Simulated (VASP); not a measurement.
A run of VASP 6.6.1:

Contents of INCAR:

```
PREC     = Accurate       # precision mode
ENCUT    = 520            # plane-wave cutoff, eV
EDIFF    = 1E-6           # SCF threshold, eV
ISMEAR   = 0              # smearing method
SIGMA    = 0.02           # smearing width, eV
LREAL    = False          # projectors in reciprocal space
LASPH    = True           # aspherical terms in the spheres
NELM     = 60             # most SCF steps
ALGO     = Normal         # electronic algorithm
ISIF     = 2              # what is computed and relaxed
LWAVE    = False          # write WAVECAR
LCHARG   = True           # write CHGCAR
GGA      = PE             # functional
LELF     = True           # ELF
LVHAR    = True         
NBANDS   = 11             # bands
```

KPOINTS

```
Automatic mesh
0
Gamma
  10 10 10
```

The input POSCAR:

```
AlN
1.0
    0.0000000000      2.2015871008      2.2015871008
    2.2015871008      0.0000000000      2.2015871008
    2.2015871008      2.2015871008      0.0000000000
Al N
1 1
Direct
    0.0000000000      0.0000000000      0.0000000000
    0.7500000000      0.7500000000      0.7500000000
```

Potentials or basis: VASP PAW PBE potentials, release 64 (Al, N).

Command:

```sh
$ cat potpaw_PBE.64/Al/POTCAR potpaw_PBE.64/N/POTCAR > POTCAR
$ mpirun -np 1 vasp_std > vasp.out
```

Hardware: 1 thread of Intel(R) Xeon(R) Platinum 8375C CPU @ 2.90GHz (Ice Lake), on a shared host.

Q: Estimate the wall time of this run.

A: Run time: 5.7 s on 1 thread of Intel(R) Xeon(R) Platinum 8375C CPU @ 2.90GHz (Ice Lake), on a shared host, peak memory 0.13 GiB. Counts: scf iterations 12, k points 47.
